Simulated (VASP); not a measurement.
Wanted: the native input for a VASP 6.6.1 run.

```yaml
Task: single point
Functional: r2SCAN
Dispersion: D3(BJ)
Potentials_or_basis: VASP PAW PBE potentials, release 64 (Hg, Te)
Cutoff: 520 eV
k_mesh: 7 × 7 × 7
Occupations: fermi-dirac, width 0.05 eV
Spin: no spin polarisation
Dipole_correction: no
Further_INCAR_settings: ALGO = Normal; EDIFF = 1e-07; NBANDS = 16
```

The system is HgTe (Coloradoite).

```
Hg Te
1.0
     0.00000    3.21450    3.21450
     3.21450    0.00000    3.21450
     3.21450    3.21450    0.00000
Hg Te
1 1
Direct
  0.00000 0.00000 0.00000
  0.75000 0.75000 0.75000
```

These files were run (other wordings do the same):

POSCAR

```
HgTe
1.0
    0.0000000000      3.2145000000      3.2145000000
    3.2145000000      0.0000000000      3.2145000000
    3.2145000000      3.2145000000      0.0000000000
Hg Te
1 1
Direct
    0.0000000000      0.0000000000      0.0000000000
    0.7500000000      0.7500000000      0.7500000000
```

INCAR.step1

```
SYSTEM = HgTe
  PREC = Accurate
  ENCUT = 520
  ISMEAR = -1
  SIGMA = 0.05
  LREAL = .False.
  LASPH = .True.
  NELM = 100
  NBANDS = 16
  GGA = PE
  ALGO = Normal
  EDIFF = 1E-4
  LWAVE = .True.
  LCHARG = .False.
```

INCAR.step2

```
SYSTEM = HgTe
  PREC = Accurate
  ENCUT = 520
  EDIFF = 1E-7
  ISMEAR = -1
  SIGMA = 0.05
  LREAL = .False.
  LASPH = .True.
  NELM = 100
  ALGO = Normal
  ISIF = 2
  LWAVE = .False.
  LCHARG = .False.
  METAGGA = R2SCAN
  LMIXTAU = .True.
  IVDW = 12
  VDW_S6 = 1.0
  VDW_S8 = 0.78981345
  VDW_A1 = 0.49484001
  VDW_A2 = 5.73083694
  NBANDS = 16
  ISTART = 1
```

KPOINTS

```
regular mesh
0
Gamma
  7 7 7
  0 0 0
```

Potentials or basis: VASP PAW PBE potentials, release 64 (Hg, Te).

Run with:

```console
$ cat potpaw_PBE.64/Hg/POTCAR potpaw_PBE.64/Te/POTCAR > POTCAR
$ cp INCAR.step1 INCAR
$ mpirun -np 1 vasp_std > vasp.out
$ cp INCAR.step2 INCAR
$ mpirun -np 1 vasp_std > vasp.out
```

It gave:

* Pressure: 2.4 GPa
* Band gap on the k mesh: zero (filled and empty bands touch)
* Dispersion energy per atom: -0.178 eV

Caveat: the PAW data sets were made with another functional, which shifts forces and pressure a little; spin-orbit coupling is left out, which moves the levels of the heavy elements; pairwise dispersion overbinds metals, which lowers pressure and volume.

It took 42 s on 1 thread of Intel(R) Xeon(R) 6975P-C (Granite Rapids), with other jobs on the host, peak memory 0.22 GiB.
